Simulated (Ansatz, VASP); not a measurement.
**One calculation of BN, two programs**

The input INCAR:

```
SYSTEM = BN
PREC     = Accurate       ! precision mode
ENCUT    = 520            ! plane-wave cutoff, eV
EDIFF    = 1E-6           ! SCF threshold, eV
ISMEAR   = 0              ! smearing method
SIGMA    = 0.05           ! smearing width, eV
LREAL    = .FALSE.        ! projectors in reciprocal space
LASPH    = .TRUE.         ! aspherical terms in the spheres
NELM     = 60             ! most SCF steps
ALGO     = Normal         ! electronic algorithm
ISIF     = 2              ! what is computed and relaxed
LWAVE    = .FALSE.        ! write WAVECAR
LCHARG   = .FALSE.        ! write CHGCAR
GGA      = PS             ! functional
NBANDS   = 26             ! bands
```

KPOINTS

```
Automatic mesh
0
G
  6 6 10
  0 0 0
```

Contents of POSCAR:

```
BN
1.0
    4.4972000000      0.0000000000      0.0000000000
    0.0000000000      4.4972000000      0.0000000000
    0.0000000000      0.0000000000      2.8426000000
B N
4 4
Direct
    0.1741337327      0.8258662673      0.5000000000
    0.3258662673      0.3258662673      0.0000000000
    0.6741337327      0.6741337327      0.0000000000
    0.8258662673      0.1741337327      0.5000000000
    0.8123909516      0.8123909516      0.5000000000
    0.3123909516      0.6876090484      0.0000000000
    0.6876090484      0.3123909516      0.0000000000
    0.1876090484      0.1876090484      0.5000000000
```

Input for Ansatz:

```yaml
crystal:
  lattice:
    - [4.4972, 0.0, 0.0]
    - [0.0, 4.4972, 0.0]
    - [0.0, 0.0, 2.8426]
  atoms:
    - { symbol: B, position: [0.1741337327, 0.8258662673, 0.5] }
    - { symbol: B, position: [0.3258662673, 0.3258662673, 0.0] }
    - { symbol: B, position: [0.6741337327, 0.6741337327, 0.0] }
    - { symbol: B, position: [0.8258662673, 0.1741337327, 0.5] }
    - { symbol: "N", position: [0.8123909516, 0.8123909516, 0.5] }
    - { symbol: "N", position: [0.3123909516, 0.6876090484, 0.0] }
    - { symbol: "N", position: [0.6876090484, 0.3123909516, 0.0] }
    - { symbol: "N", position: [0.1876090484, 0.1876090484, 0.5] }
basis:
  ecutwfc: 520.0
kpoints:
  mp_grid: { grid: [6, 6, 10] }
hamiltonian:
  xc: pbesol
  pseudopotentials: { kind: paw, azcp: { folder: soft_1 } }
scf:
  occupations: { method: gaussian, width: 0.05 }
output:
  forces: true
  stress: true
  eigenvalues: true
```

Alike in both runs: task single point; functional PBEsol; k mesh 6 × 6 × 10; occupations gaussian, width 0.05 eV; no spin polarisation.

|  | VASP | Ansatz |
| --- | --- | --- |
| version | VASP 6.6.1 | Ansatz 0.2.0 |
| potentials or method | VASP PAW PBE potentials, release 64 (B, N), cutoff 520 eV | scalar-relativistic, plane waves, PAW |
| valence electrons in the cell | 32 | 32 |

Ansatz gave:

```
gap on the k mesh at the Fermi level (eV) : 4.16
least direct gap on the mesh (eV)         : 4.16
rms of the force components (eV/Å)        : 0.111
```

What did VASP give for the same quantities?

gap on the k mesh at the Fermi level (eV): 4.16; least direct gap on the mesh (eV): 4.16; rms of the force components (eV/Å): 0.101.

VASP's potentials were made for PBE, not for PBEsol, and Ansatz warns of the same on its side. Atom by atom the forces differ by 0.013 eV/Å (rms over components).
